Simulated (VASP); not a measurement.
Here is a VASP 6.6.1 calculation.

File INCAR:

```
ALGO = Normal ; EDIFF = 1E-6
ENCUT = 520 ; GGA = PS
ISIF = 2 ; ISMEAR = 0
LASPH = T ; LCHARG = T
LELF = T ; LREAL = F
LVHAR = T ; LWAVE = F
NBANDS = 15 ; NELM = 60
PREC = Accurate ; SIGMA = 0.15
```

The input KPOINTS:

```
k-points
0
Gamma
  18 18 18
```

POSCAR

```
TiC
1.0
    0.0000000000      2.1640000000      2.1640000000
    2.1640000000      0.0000000000      2.1640000000
    2.1640000000      2.1640000000      0.0000000000
Ti C
1 1
Direct
    0.0000000000      0.0000000000      0.0000000000
    0.5144408503      0.4855591497      0.5144408503
```

Potentials or basis: VASP PAW PBE potentials, release 64 (Ti_sv, C).

Command:

```sh
$ cat potpaw_PBE.64/Ti_sv/POTCAR potpaw_PBE.64/C/POTCAR > POTCAR
$ mpirun -np 1 vasp_std > vasp.out
```

(1) What does it give for the band gap on the k mesh?

(2) What does it give for the largest force?

## Answers

(1) zero (band 8 reaches 9.99 eV, above the bottom of band 9 at 8.91 eV).

(2) 0.583 eV/Å.

Caveat: the cell differs from its parent crystal (all C atoms moved +0.062 Å, as atom 2 along Cartesian [0 1 0]); the PAW data sets were made with another functional, which shifts forces and pressure a little.
